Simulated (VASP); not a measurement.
A run of VASP 6.6.1:

File INCAR:

```
SYSTEM = Ni
ALGO = Fast
EDIFF = 1E-6
ENCUT = 520
GGA = CA
ISIF = 2
ISMEAR = 0
ISPIN = 2
LASPH = .TRUE.
LCHARG = .FALSE.
LMAXMIX = 4
LORBIT = 11
LREAL = .FALSE.
LWAVE = .FALSE.
MAGMOM = 0.75
NBANDS = 15
NELM = 150
NUPDOWN = 0.75
PREC = Accurate
SIGMA = 0.15
```

File KPOINTS:

```
k-points
0
G
  24 24 24
  0 0 0
```

File POSCAR:

```
Ni
1.0
    0.0000000000      1.8092629499      1.8092629499
    1.8092629499      0.0000000000      1.8092629499
    1.8092629499      1.8092629499      0.0000000000
Ni
1
Direct
    0.0000000000      0.0000000000      0.0000000000
```

Potentials or basis: VASP PAW LDA potentials, release 64 (Ni).

The run is started by

```console
$ cat potpaw_LDA.64/Ni/POTCAR > POTCAR
$ mpirun -np 1 vasp_std > vasp.out
```

Hardware: 1 thread of Intel(R) Xeon(R) 6975P-C (Granite Rapids), on a shared host.

Problem. Estimate the wall time of this run.

Solution. Wall time 64 s on 1 thread of Intel(R) Xeon(R) 6975P-C (Granite Rapids), with other jobs on the host, peak memory 0.21 GiB. Counts: scf iterations 13, k points 413.
